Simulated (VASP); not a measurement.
Write the native input for VASP 6.6.1 that does the following.

```yaml
Task: single point
Functional: HSE06
Potentials_or_basis: VASP PAW PBE potentials, release 64 (C)
Cutoff: 520 eV
k_mesh: 8 × 8 × 8
Occupations: gaussian, width 0.01 eV
Spin: no spin polarisation
Dipole_correction: no
Grid_for_exact_exchange_PRECFOCK: Normal
Further_INCAR_settings: ALGO = Normal; EDIFF = 1e-06; NBANDS = 11
Share_of_exact_exchange: 0.25
Screening_parameter: 0.2079 1/Å
```

Crystal: C.

```
CELL_PARAMETERS angstrom
0.05244 1.76136 1.76136
1.76136 0.05244 1.76136
1.76136 1.76136 0.05244
ATOMIC_POSITIONS crystal
C 0.00044 0.00044 0.00044
C 0.24956 0.24956 0.24956
```

This cell differs from its parent crystal: epitaxial 111 strain -4.0%.

These files were run (other wordings do the same):

POSCAR

```
C
1.0
    0.0524367482      1.7613559250      1.7613559250
    1.7613559250      0.0524367482      1.7613559250
    1.7613559250      1.7613559250      0.0524367482
C
2
Direct
    0.0004415872      0.0004415872      0.0004415872
    0.2495584128      0.2495584128      0.2495584128
```

INCAR.step1

```
SYSTEM = C
PREC = Accurate
ENCUT = 520
EDIFF = 1E-5
ISMEAR = 0
SIGMA = 0.01
LREAL = .False.
LASPH = .True.
NELM = 60
ALGO = Normal
ISIF = 2
LWAVE = .True.
LCHARG = .False.
GGA = PE
NBANDS = 11
```

INCAR.step2

```
SYSTEM = C
PREC = Accurate
ENCUT = 520
EDIFF = 1E-6
ISMEAR = 0
SIGMA = 0.01
LREAL = .False.
LASPH = .True.
NELM = 60
ALGO = Normal
ISIF = 2
LWAVE = .False.
LCHARG = .False.
GGA = PE
LHFCALC = .True.
HFSCREEN = 0.2079
PRECFOCK = Normal
ISTART = 1
NBANDS = 11
```

KPOINTS

```
Automatic mesh
0
Gamma
  8 8 8
  0 0 0
```

Potentials or basis: VASP PAW PBE potentials, release 64 (C).

The run is started by

```bash
$ cat potpaw_PBE.64/C/POTCAR > POTCAR
$ cp INCAR.step1 INCAR
$ mpirun -np 1 vasp_std > vasp.out
$ cp INCAR.step2 INCAR
$ mpirun -np 1 vasp_std > vasp.out
```

Results of the run:

```
Pressure               : 36.6 GPa
Largest force          : 0.073 eV/Å
Band gap on the k mesh : 5.29 eV (least direct gap 6.09 eV)
```

Caveat: the cell differs from its parent crystal (epitaxial 111 strain -4.0%); the cell stands under pressure; the PAW data sets were made with another functional, which shifts forces and pressure a little.

It took 15 min on 1 thread of Intel(R) Xeon(R) Platinum 8259CL CPU @ 2.50GHz (Skylake/Cascade Lake), with other jobs on the host, peak memory 0.23 GiB.
